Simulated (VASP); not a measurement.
# LiF (Griceite) (Fm-3m) in VASP: notebook

Runs on LiF (Griceite). Level: LDA. Tasks: single point.

All numbers are computed with VASP 6.6.1; they aren't measurements. Logs are shortened: lines on timing, memory, paths and dates and some standing lists are left out, and cuts for length are marked.

**1. The cell of the first run**

It takes space group Fm-3m (No. 225, cubic). The conventional cell has a = 3.860 Å, b = 3.860 Å, c = 3.860 Å, α = 90.00°, β = 90.00°, γ = 90.00°. Li (site symmetry m-3m) has 6 F at 1.93 Å within 2.6 Å. Within 2.6 Å of F (site symmetry m-3m) lie 6 Li at 1.93 Å.

**2. Single point, LDA**

INCAR

```
ALGO = Normal ; EDIFF = 1E-6
ENCUT = 520 ; ISIF = 2
ISMEAR = 0 ; LASPH = T
LCHARG = F ; LREAL = F
LWAVE = F ; NBANDS = 12
NELM = 80 ; PREC = Accurate
SIGMA = 0.01
```

KPOINTS

```
k-points
0
Gamma
  7 7 7
```

POSCAR

```
LiF
1.0
    0.0000000000      1.9299839184      1.9299839184
    1.9299839184      0.0000000000      1.9299839184
    1.9299839184      1.9299839184      0.0000000000
Li F
1 1
Direct
    0.0000000000      0.0000000000      0.0000000000
    0.5000000000      0.5000000000      0.5000000000
```

Potentials or basis: VASP PAW LDA potentials, release 64 (Li_sv, F).

Run with:

```bash
> cat potpaw_LDA.64/Li_sv/POTCAR potpaw_LDA.64/F/POTCAR > POTCAR
> mpirun -np 1 vasp_std > vasp.out
```

OUTCAR:

```text
EDIFF = 1E-6
   ENCUT = 520
   ISIF = 2
   ISMEAR = 0
   LASPH = T
   LREAL = F
   NELM = 80
   PREC = Accurate

 ion  position               nearest neighbor table
   1  0.000  0.000  0.000-   2 1.93   2 1.93   2 1.93   2 1.93   2 1.93   2 1.93
   2  0.500  0.500  0.500-   1 1.93   1 1.93   1 1.93   1 1.93   1 1.93   1 1.93

  LATTYP: Found a face centered cubic cell.
 ALAT       =     3.8599678368

  Lattice vectors:

 A1 = (   0.0000000000,   1.9299839184,   1.9299839184)
 A2 = (   1.9299839184,   0.0000000000,   1.9299839184)
 A3 = (   1.9299839184,   1.9299839184,   0.0000000000)

Analysis of symmetry for initial positions (statically):
=====================================================================
 Subroutine PRICEL returns:
 Original cell was already a primitive cell.

 Routine SETGRP: Setting up the symmetry group for a
 face centered cubic supercell.

 Subroutine GETGRP returns: Found 48 space group operations
 (whereof 48 operations were pure point group operations)
 out of a pool of 48 trial point group operations.

The static configuration has the point symmetry O_h .

Analysis of symmetry for dynamics (positions and initial velocities):
=====================================================================
 Subroutine PRICEL returns:
 Original cell was already a primitive cell.

 Routine SETGRP: Setting up the symmetry group for a
 face centered cubic supercell.

 Subroutine GETGRP returns: Found 48 space group operations
 (whereof 48 operations were pure point group operations)
 out of a pool of 48 trial point group operations.

The dynamic configuration has the point symmetry O_h .

 Subroutine INISYM returns: Found 48 space group operations
 (whereof 48 operations are pure point group operations),
 and found     1 'primitive' translations

----------------------------------------------------------------------------------------

                                     Primitive cell

  volume of cell :      14.3778

  direct lattice vectors                    reciprocal lattice vectors
     0.000000000  1.929983918  1.929983918    -0.259069516  0.259069516  0.259069516
     1.929983918  0.000000000  1.929983918     0.259069516 -0.259069516  0.259069516
     1.929983918  1.929983918  0.000000000     0.259069516  0.259069516 -0.259069516

  length of vectors
     2.729409433  2.729409433  2.729409433     0.448721565  0.448721565  0.448721565

  position of ions in fractional coordinates (direct lattice)
     0.000000000  0.000000000  0.000000000
     0.500000000  0.500000000  0.500000000

  ion indices of the primitive-cell ions
   primitive index   ion index
                 1           1
                 2           2

----------------------------------------------------------------------------------------

 KPOINTS: k-points

Automatic generation of k-mesh.
 Grid dimensions read from file:
 generate k-points for:    7    7    7

 Generating k-lattice:

  Cartesian coordinates                     Fractional coordinates (reciprocal lattice)
    -0.037009931  0.037009931  0.037009931     0.142857143  0.000000000  0.000000000
     0.037009931 -0.037009931  0.037009931     0.000000000  0.142857143  0.000000000
     0.037009931  0.037009931 -0.037009931     0.000000000  0.000000000  0.142857143

  Length of vectors
     0.064103081  0.064103081  0.064103081

  Shift w.r.t. Gamma in fractional coordinates (k-lattice)
     0.000000000  0.000000000  0.000000000

 Subroutine IBZKPT returns following result:
 ===========================================

 Found     20 irreducible k-points:

 Following reciprocal coordinates:
            Coordinates               Weight
  0.000000  0.000000  0.000000      1.000000
  0.142857  0.000000  0.000000      8.000000
  0.285714  0.000000  0.000000      8.000000
  0.428571  0.000000  0.000000      8.000000
  0.142857  0.142857  0.000000      6.000000
  0.285714  0.142857  0.000000     24.000000
[... 12 lines left out ...]
 -0.428571  0.428571  0.142857     24.000000
 -0.285714  0.428571  0.142857     24.000000
   k-points           NKPTS =     20   k-points in BZ     NKDIM =     20   number of bands    NBANDS=     12
   number of dos      NEDOS =    301   number of ions     NIONS =      2
   total plane-waves  NPLWV =   8000
   dimension x,y,z NGX =    20 NGY =   20 NGZ =   20
   dimension x,y,z NGXF=    40 NGYF=   40 NGZF=   40
   ions per type =               1   1
   NGX,Y,Z   is equivalent  to a cutoff of  12.18, 12.18, 12.18 a.u.
   NGXF,Y,Z  is equivalent  to a cutoff of  24.36, 24.36, 24.36 a.u.
 SYSTEM =  unknown system
   PREC   = accura    normal or accurate (medium, high low for compatibility)
   ISTART =      0    job   : 0-new  1-cont  2-samecut
   ICHARG =      2    charge: 1-file 2-atom 10-const
   ISPIN  =      1    spin polarized calculation?
   LNONCOLLINEAR =      F non collinear calculations
   LSORBIT =      F    spin-orbit coupling
   LASPH  =      T    aspherical Exc in radial PAW
   ENCUT  =  520.0 eV  38.22 Ry    6.18 a.u.   5.07  5.07  5.07*2*pi/ulx,y,z
   NELM   =     80;   NELMIN=  2; NELMDL= -5     # of ELM steps
   EDIFF  = 0.1E-05   stopping-criterion for ELM
   LREAL  =      F    real-space projection
   EDIFFG = 0.1E-04   stopping-criterion for IOM
   NSW    =      0    number of steps for IOM
   IBRION =     -1    ionic relax: 0-MD 1-quasi-New 2-CG
   NFREE  =      0    steps in history (QN), initial steepest desc. (CG)
   ISIF   =      2    stress and relaxation
   ISYM   =      2    0-nonsym 1-usesym 2-fastsym
   POTIM  = 0.5000    time-step for ionic-motion
   TEBEG  =    0.0;   TEEND  =   0.0 temperature during run
   PSTRESS=    0.0 pullay stress
   NELECT =      10.0000    total number of electrons
   NUPDOWN=      -1.0000    fix difference up-down
   EMIN   =  10.00;   EMAX   =-10.00  energy-range for DOS
   EFERMI =   0.00;   METHOD = LEGACY
   ISMEAR =     0;   SIGMA  =   0.01  broadening in eV -4-tet -1-fermi 0-gaus
   EFERMI_NEDOS =   21; number of points for ismear=-14 and -15
   IALGO  =     38    algorithm
   IMIX   =      4    mixing-type and parameters
     AMIX     =   0.40;   BMIX     =  1.00
     AMIX_MAG =   1.60;   BMIX_MAG =  1.00
  volume/ion in A,a.u.               =       7.19        48.51
  Fermi-wavevector in a.u.,A,eV,Ry     =   1.450478  2.741006 28.625112  2.103886
  Thomas-Fermi vector in A             =   2.568085
   LORBIT       =      0    0 simple, 1 ext, 2 COOP (PROOUT), +10 PAW based schemes
   GGA     = CA    functional components
   LHFCALC =     F    Hartree Fock is set to
   AEXX    =    0.0000 exact exchange contribution
   IVDW    =     0    specifies the selected vdW correction
   LEPSILON=     F    determine dielectric tensor
   LRPA    =     F    only Hartree local field effects (RPA)
 non-spin polarized calculation
 Gauss-broadening in eV      SIGMA  =   0.01
  energy-cutoff  :      520.00
  volume of cell :       14.38
 maximum number of plane-waves:       394
   NGX = 11   NGY = 11   NGZ = 11

 number of electron      10.0000000 magnetization

 number of electron       9.9999975 magnetization

 Free energy of the ion-electron system (eV)
  ---------------------------------------------------
  ext. energy  EPLUGINS =         0.00000000
  ---------------------------------------------------
  free energy    TOTEN  =       -10.49341367 eV

  energy without entropy =      -10.49341367  energy(sigma->0) =      -10.49341367

 E-fermi :  -0.3444     XC(G=0): -11.3223

 val. band max:       -0.4396521510   @ k =   0.0000   0.0000   0.0000
 cond. band min:       9.6435324926   @ k =   0.0000   0.0000   0.0000
 fundamental gap:     10.0831846436
 Fermi energy:        -0.3443841027

 k-point     1 :       0.0000    0.0000    0.0000
  band No.  band energies     occupation
      1     -39.9835      2.00000
      2     -20.3846      2.00000
      3      -0.4397      2.00000
      4      -0.4397      2.00000
      5      -0.4397      2.00000
      6       9.6435      0.00000
      7      24.6958      0.00000
      8      24.6958      0.00000
      9      24.6958      0.00000
     10      24.7319      0.00000
     11      24.7319      0.00000
     12      24.7319      0.00000

 k-point     2 :       0.1429    0.0000    0.0000
  band No.  band energies     occupation
      1     -39.9611      2.00000
      2     -20.2913      2.00000
      3      -1.0841      2.00000
      4      -0.4953      2.00000
      5      -0.4952      2.00000
      6      10.1480      0.00000
      7      20.3788      0.00000
      8      22.4888      0.00000
      9      22.4888      0.00000
     10      26.5103      0.00000
     11      26.5103      0.00000
     12      26.5603      0.00000

 k-point     3 :       0.2857    0.0000    0.0000
  band No.  band energies     occupation
      1     -39.9109      2.00000
      2     -20.0680      2.00000
      3      -2.3670      2.00000
      4      -0.6148      2.00000
      5      -0.6148      2.00000
      6      10.7679      0.00000
      7      17.8566      0.00000
      8      20.3371      0.00000
      9      20.3371      0.00000
     10      28.5722      0.00000
     11      28.9971      0.00000
     12      28.9971      0.00000
[... 226 lines left out ...]
 k-point    19 :      -0.4286    0.4286    0.1429
  band No.  band energies     occupation
      1     -39.8400      2.00000
      2     -19.5231      2.00000
      3      -3.6037      2.00000
      4      -2.1540      2.00000
      5      -1.4292      2.00000
      6      14.6417      0.00000
      7      15.6751      0.00000
      8      18.3659      0.00000
      9      20.4119      0.00000
     10      23.7724      0.00000
     11      33.7095      0.00000
     12      37.0589      0.00000

 k-point    20 :      -0.2857    0.4286    0.1429
  band No.  band energies     occupation
      1     -39.8361      2.00000
      2     -19.5167      2.00000
      3      -3.2117      2.00000
      4      -2.7403      2.00000
      5      -1.3206      2.00000
      6      14.6447      0.00000
      7      15.2346      0.00000
      8      18.4750      0.00000
      9      20.1641      0.00000
     10      26.6684      0.00000
     11      30.2674      0.00000
     12      36.6568      0.00000

------------------------ aborting loop because EDIFF is reached ----------------------------------------

  FORCE on cell =-STRESS in cart. coord.  units (eV):
  Direction    XX          YY          ZZ          XY          YZ          ZX
  --------------------------------------------------------------------------------------
  -------------------------------------------------------------------------------------
  Total        0.3000777      0.3000777      0.3000777      0.0000000     -0.0000000     -0.0000000
  in kB       33.4389933     33.4389933     33.4389933      0.0000000     -0.0000000     -0.0000000
  external PRESSURE =      33.4389933 kB  Pullay stress =       0.0000000 kB

 VOLUME and BASIS-vectors are now :
 -----------------------------------------------------------------------------
  energy-cutoff  :      520.00
  volume of cell :       14.38
      direct lattice vectors                 reciprocal lattice vectors
     0.000000000  1.929983918  1.929983918    -0.259069516  0.259069516  0.259069516
     1.929983918  0.000000000  1.929983918     0.259069516 -0.259069516  0.259069516
     1.929983918  1.929983918  0.000000000     0.259069516  0.259069516 -0.259069516

 POSITION                                       TOTAL-FORCE (eV/Angst)
 -----------------------------------------------------------------------------------
      0.00000      0.00000      0.00000        -0.000000      0.000000     -0.000000
      1.92998      1.92998      1.92998         0.000000     -0.000000      0.000000
 -----------------------------------------------------------------------------------
    total drift:                                0.000000      0.000000      0.000000

  FREE ENERGIE OF THE ION-ELECTRON SYSTEM (eV)
  ---------------------------------------------------
  free  energy   TOTEN  =       -10.4934136735 eV

  energy  without entropy=      -10.4934136735  energy(sigma->0) =      -10.49341367
```

It took 2.6 s on 1 thread of Intel Xeon Platinum 8488C (Sapphire Rapids), shared host; peak memory 0.11 GiB.

What came out:

* Free energy: -10.4934 eV
* Band gap on the k mesh: 10.08 eV, direct

Levels at points of the mesh, in eV from the valence-band top:
```
           k point  band 1  band 2  band 3  band 4  band 5  band 6  band 7  band 8  band 9  band 10
(0.00, 0.00, 0.00)  -39.54  -19.94    0.00    0.00    0.00   10.08   25.14   25.14   25.14    25.17
```

Caveat: the cutoff is under 1.25 times the usual one of these potentials, so pressure, stress and relaxed cells hold a basis-set (Pulay) error.

**3. Single point, LDA**

This run uses another cell than the first one, of 7.52 Å³/atom, 1.045 times its volume.

INCAR: that of step 2 with these lines changed.

```diff
@@ -5,3 +5,3 @@
 LWAVE = F ; NBANDS = 12
-NELM = 80 ; PREC = Accurate
+NELM = 100 ; PREC = Accurate
 SIGMA = 0.01
```

KPOINTS is that of step 2.

POSCAR

```
LiF
1.0
    0.0000000000      1.9587938960      1.9587938960
    1.9587938960      0.0000000000      1.9587938960
    1.9587938960      1.9587938960      0.0000000000
Li F
1 1
Direct
    0.0000000000      0.0000000000      0.0000000000
    0.5000000000      0.5000000000      0.5000000000
```

Potentials or basis: VASP PAW LDA potentials, release 64 (Li_sv, F).

Run with:

```bash
> cat potpaw_LDA.64/Li_sv/POTCAR potpaw_LDA.64/F/POTCAR > POTCAR
> mpirun -np 1 vasp_std > vasp.out
```

It took 3 s on 1 thread of Intel Xeon Platinum 8488C (Sapphire Rapids), shared host; peak memory 0.12 GiB.

Results (log left out):

* Free energy: -10.5002 eV
* Band gap on the k mesh: 9.62 eV, direct

Levels at points of the mesh, in eV from the valence-band top:
```csv
k point,band 3,band 4,band 5,band 6,band 7,band 8
"(0.00, 0.00, 0.00)",0.00,0.00,0.00,9.62,24.54,24.54
```

Caveat: the cutoff is under 1.25 times the usual one of these potentials, so pressure, stress and relaxed cells hold a basis-set (Pulay) error.

**4. Single point, LDA**

This run uses another cell than the first one, of 7.84 Å³/atom, 1.091 times its volume.

INCAR

```
SYSTEM = LiF
PREC     = Accurate       ! precision mode
ENCUT    = 520            ! plane-wave cutoff, eV
EDIFF    = 1E-6           ! SCF threshold, eV
ISMEAR   = 0              ! smearing method
SIGMA    = 0.01           ! smearing width, eV
LREAL    = .FALSE.        ! projectors in reciprocal space
LASPH    = .TRUE.         ! aspherical terms in the spheres
NELM     = 80             ! most SCF steps
ALGO     = Normal         ! electronic algorithm
ISIF     = 2              ! what is computed and relaxed
LWAVE    = .FALSE.        ! write WAVECAR
LCHARG   = .FALSE.        ! write CHGCAR
NBANDS   = 12             ! bands
```

KPOINTS

```
Automatic mesh
0
G
  7 7 7
  0 0 0
```

POSCAR

```
LiF
1.0
    0.0000000000      1.9867804471      1.9867804471
    1.9867804471      0.0000000000      1.9867804471
    1.9867804471      1.9867804471      0.0000000000
Li F
1 1
Direct
    0.0000000000      0.0000000000      0.0000000000
    0.5000000000      0.5000000000      0.5000000000
```

Run with:

```bash
> cat potpaw_LDA.64/Li_sv/POTCAR potpaw_LDA.64/F/POTCAR > POTCAR
> mpirun -np 1 vasp_std > vasp.out
```

Run time: 2.5 s. Hardware: 1 thread of Intel Xeon Platinum 8488C (Sapphire Rapids), shared host; peak memory 0.12 GiB.

It converged, with:

```
Free energy            : -10.4921 eV
Band gap on the k mesh : 9.21 eV, direct
```

Levels at points of the mesh, in eV from the valence-band top:
```
           k point  band 2  band 3  band 4  band 5  band 6  band 7  band 8  band 9
(0.00, 0.00, 0.00)  -19.68    0.00    0.00    0.00    9.21   23.98   23.98   23.98
```

Caveat: the cutoff is under 1.25 times the usual one of these potentials, so pressure, stress and relaxed cells hold a basis-set (Pulay) error.

**5. Single point, LDA**

This run uses another cell than the first one, of 8.17 Å³/atom, 1.136 times its volume.

INCAR

```
ALGO = Normal ; EDIFF = 1E-6
ENCUT = 520 ; GGA = CA
ISIF = 2 ; ISMEAR = 0
LASPH = T ; LCHARG = F
LREAL = F ; LWAVE = F
NBANDS = 12 ; NELM = 100
PREC = Accurate ; SIGMA = 0.01
```

KPOINTS

```
k-points
0
Gamma
  7 7 7
```

POSCAR

```
LiF
1.0
    0.0000000000      2.0140000000      2.0140000000
    2.0140000000      0.0000000000      2.0140000000
    2.0140000000      2.0140000000      0.0000000000
Li F
1 1
Direct
    0.0000000000      0.0000000000      0.0000000000
    0.5000000000      0.5000000000      0.5000000000
```

Run with:

```bash
> cat potpaw_LDA.64/Li_sv/POTCAR potpaw_LDA.64/F/POTCAR > POTCAR
> mpirun -np 1 vasp_std > vasp.out
```

Wall time 2.6 s (1 thread of Intel Xeon Platinum 8488C (Sapphire Rapids), shared host); peak memory 0.12 GiB.

Results (log left out):

```yaml
Free_energy: -10.4719 eV
Band_gap_on_the_k_mesh: 8.83 eV, direct
```

Levels at points of the mesh, in eV from the valence-band top:
| k point | band 3 | band 4 | band 5 | band 6 | band 7 | band 8 |
| --- | --- | --- | --- | --- | --- | --- |
| (0.00, 0.00, 0.00) | 0.00 | 0.00 | 0.00 | 8.83 | 23.46 | 23.46 |

Caveat: the cutoff is under 1.25 times the usual one of these potentials, so pressure, stress and relaxed cells hold a basis-set (Pulay) error.

**6. The runs side by side**

| cell | gap on the mesh (eV) |
| --- | --- |
| a = 2.729 Å, angles 60.0°, 2 atoms | 10.08 |
| a = 2.770 Å, angles 60.0°, 2 atoms | 9.62 |
| a = 2.810 Å, angles 60.0°, 2 atoms | 9.21 |
| a = 2.848 Å, angles 60.0°, 2 atoms | 8.83 |

Alike in all rows: task single point; level LDA; potentials or basis VASP PAW LDA potentials, release 64 (Li_sv, F); no spin polarisation; k mesh 7 × 7 × 7; cutoff (eV) 520; smearing gaussian 0.01 eV.

Caveats: the cutoff is under 1.25 times the usual one of these potentials, so pressure, stress and relaxed cells hold a basis-set (Pulay) error.

Total energies depend on the potentials used, so only differences within one code and one set of settings carry meaning.
